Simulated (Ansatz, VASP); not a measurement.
**TaC: VASP beside Ansatz**

The input INCAR:

```
SYSTEM = TaC
  PREC = Accurate
  ENCUT = 600
  EDIFF = 1E-6
  ISMEAR = -1
  SIGMA = 0.05
  LREAL = .FALSE.
  LASPH = .TRUE.
  NELM = 200
  ALGO = Normal
  ISIF = 2
  LWAVE = .FALSE.
  LCHARG = .FALSE.
  MAGMOM = 0 0 0 0 0 0
  LORBIT = 11
  LSORBIT = .TRUE.
  GGA_COMPAT = .FALSE.
  LORBMOM = .TRUE.
  LMAXMIX = 4
  GGA = PE
  NBANDS = 27
```

The input KPOINTS:

```
Automatic mesh
0
G
  16 16 16
  0 0 0
```

The input POSCAR:

```
TaC
1.0
    0.0000000000      2.2270000000      2.2270000000
    2.2270000000      0.0000000000      2.2270000000
    2.2270000000      2.2270000000      0.0000000000
Ta C
1 1
Direct
    0.0000000000      0.0000000000      0.0000000000
    0.5000000000      0.5000000000      0.5000000000
```

Input for Ansatz:

```yaml
crystal:
  lattice:
    - [0.0, 2.227, 2.227]
    - [2.227, 0.0, 2.227]
    - [2.227, 2.227, 0.0]
  atoms:
    - { symbol: Ta, position: [0.0, 0.0, 0.0] }
    - { symbol: C, position: [0.5, 0.5, 0.5] }
kpoints:
  mp_grid: { grid: [16, 16, 16] }
  band_path:
    path:
      - [0.0, 0.0, 0.0]
      - [0.5, 0.0, 0.5]
      - [0.625, 0.25, 0.625]
      - [0.375, 0.375, 0.75]
      - [0.0, 0.0, 0.0]
      - [0.5, 0.5, 0.5]
      - [0.5, 0.25, 0.75]
      - [0.5, 0.0, 0.5]
    npoints: 5
scf:
  occupations: { method: fermi_dirac, width: 0.05 }
hamiltonian:
  xc: pbe
  pseudopotentials: { kind: all_electron, lapw: { basis_error: 0.001 } }
output:
  forces: true
  stress: true
  eigenvalues: true
magnetization:
  noncollinear: true
  spin_orbit: true
```

Alike in both runs: task single point; functional PBE; k mesh 16 × 16 × 16; occupations fermi-dirac, width 0.05 eV; non-collinear spin, spin-orbit coupling.

|  | VASP | Ansatz |
| --- | --- | --- |
| version | VASP 6.6.1 | Ansatz 0.2.0 |
| potentials or method | VASP PAW PBE potentials, release 64 (Ta_pv, C), cutoff 600 eV | all-electron LAPW |

|  | VASP | Ansatz | Ansatz less VASP |
| --- | --- | --- | --- |
| pressure (GPa) | 5.8 | 4.4 | -1.43 |
| net moment per atom (μB) | 0.00 | 0.00 | 0.000 |

Ansatz ran all-electron here, and VASP with PAW potentials.
